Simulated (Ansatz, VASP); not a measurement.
## SrTiO3 in VASP and in Ansatz

File POSCAR:

```
SrTiO3
1.0
    3.9068462011      0.0000000000      0.0000000000
    0.0000000000      3.9068462011      0.0000000000
    0.0000000000      0.0000000000      3.9068462011
Sr Ti O
1 1 3
Direct
    0.5000000000      0.5000000000      0.5000000000
    0.0000000000      0.0000000000      0.0000000000
    0.5000000000      0.0000000000      0.0000000000
    0.0000000000      0.5000000000      0.0000000000
    0.0000000000      0.0000000000      0.5000000000
```

INCAR.step1

```
SYSTEM = SrTiO3
ALGO = Normal
EDIFF = 1E-4
ENCUT = 600
GGA = PE
ISMEAR = 0
LASPH = .True.
LCHARG = .False.
LREAL = .False.
LWAVE = .True.
NELM = 80
PREC = Accurate
SIGMA = 0.01
```

The input INCAR.step2:

```
SYSTEM = SrTiO3
ALGO = Normal
EDIFF = 1E-6
EDIFFG = -0.001
ENCUT = 600
IBRION = 2
ISIF = 3
ISMEAR = 0
ISTART = 1
LASPH = .True.
LCHARG = .False.
LMIXTAU = .True.
LREAL = .False.
LWAVE = .False.
METAGGA = R2SCAN
NELM = 80
NSW = 80
PREC = Accurate
SIGMA = 0.01
```

The input KPOINTS:

```
k-points
0
Gamma
  8 8 8
  0 0 0
```

Input for Ansatz:

```yaml
crystal:
  lattice:
    - [3.9068462011, 0.0, 0.0]
    - [0.0, 3.9068462011, 0.0]
    - [0.0, 0.0, 3.9068462011]
  atoms:
    - { symbol: Sr, position: [0.5, 0.5, 0.5] }
    - { symbol: Ti, position: [0.0, 0.0, 0.0] }
    - { symbol: O, position: [0.5, 0.0, 0.0] }
    - { symbol: O, position: [0.0, 0.5, 0.0] }
    - { symbol: O, position: [0.0, 0.0, 0.5] }
basis:
  ecutwfc: 500
kpoints:
  mp_grid: { grid: [8, 8, 8] }
hamiltonian:
  xc: r2scan
scf:
  occupations: { method: fixed }
output:
  forces: true
  stress: true
  eigenvalues: true
relax:
  adjacent_minimum: "off"
  f_tol: 0.001
  max_steps: 60
  cell: { stress_tol: 0.01 }
```

Alike in both runs: task relaxation of cell and atoms; functional r2SCAN; k mesh 8 × 8 × 8; no spin polarisation.

```csv
,VASP,Ansatz
version,VASP 6.6.1,Ansatz 0.2.0
potentials or method,"VASP PAW PBE potentials, release 64 (Sr_sv, Ti_sv, O), cutoff 600 eV","scalar-relativistic, plane waves, PAW"
occupations,"gaussian, width 0.01 eV",fixed
valence electrons in the cell,40,40
```

```tsv
	VASP	Ansatz	Ansatz less VASP
gap on the k mesh at the Fermi level, each at its own relaxed structure (eV)	2.27	2.26	-0.004
relaxed volume (Å³/atom)	11.98	11.93	-0.048
relaxed cell length with the largest relative difference (Å)	3.912	3.907	-0.0053
```

VASP's potentials were made for PBE, not for r2SCAN.
